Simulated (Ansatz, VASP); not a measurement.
## Two plane-wave programs on K

INCAR

```
AGGAC    = 1.0          
AGGAX    = 1.0          
ALDAC    = 0.0          
ALDAX    = 1.0          
ALGO     = Normal         # electronic algorithm
EDIFF    = 1E-6           # SCF threshold, eV
ENCUT    = 520            # plane-wave cutoff, eV
GGA      = B5             # functional
ISIF     = 2              # what is computed and relaxed
ISMEAR   = -1             # smearing method
LASPH    = T              # aspherical terms in the spheres
LCHARG   = F              # write CHGCAR
LREAL    = F              # projectors in reciprocal space
LWAVE    = F              # write WAVECAR
NBANDS   = 10             # bands
NELM     = 80             # most SCF steps
PREC     = Accurate       # precision mode
SIGMA    = 0.1            # smearing width, eV
```

KPOINTS

```
k-points
0
Gamma
  8 8 8
```

POSCAR

```
K
1.0
    4.4669916511      0.0000000000      0.0000000000
    0.0000000000      4.4669916511      0.0000000000
    0.0000000000      0.0000000000      4.4669916511
K
1
Direct
    0.0000000000      0.0000000000      0.0000000000
```

Input for Ansatz:

```yaml
crystal:
  lattice:
    - [4.4669916511, 0.0, 0.0]
    - [0.0, 4.4669916511, 0.0]
    - [0.0, 0.0, 4.4669916511]
  atoms:
    - { symbol: K, position: [0.0, 0.0, 0.0] }
hamiltonian:
  xc: blyp
  pseudopotentials:
    kind: paw
    azcp:
      K: "pseudopotentials/K.paw.azcp"
basis:
  ecutwfc: 420
  fft_grid_basis: typed
kpoints:
  mp_grid: { grid: [8, 8, 8], shift: [0, 0, 0] }
magnetization:
  spin_polarized: false
scf:
  occupations: { method: fermi_dirac, width: 0.1 }
  lower_state_search: "off"
output:
  stress: true
```

Alike in both runs: task single point; functional BLYP; k mesh 8 × 8 × 8; occupations fermi-dirac, width 0.1 eV; no spin polarisation.

```csv
,VASP,Ansatz
version,VASP 6.6.1,Ansatz 0.2.0
potentials or method,"VASP PAW PBE potentials, release 64 (K_sv), cutoff 520 eV","plane waves (420 eV) with PAW, scalar-relativistic"
valence electrons in the cell,9,9
```

|  | VASP | Ansatz | Ansatz less VASP |
| --- | --- | --- | --- |
| pressure (GPa) | -0.1 | -0.1 | +0.01 |

VASP's potentials were made for PBE, not for BLYP.
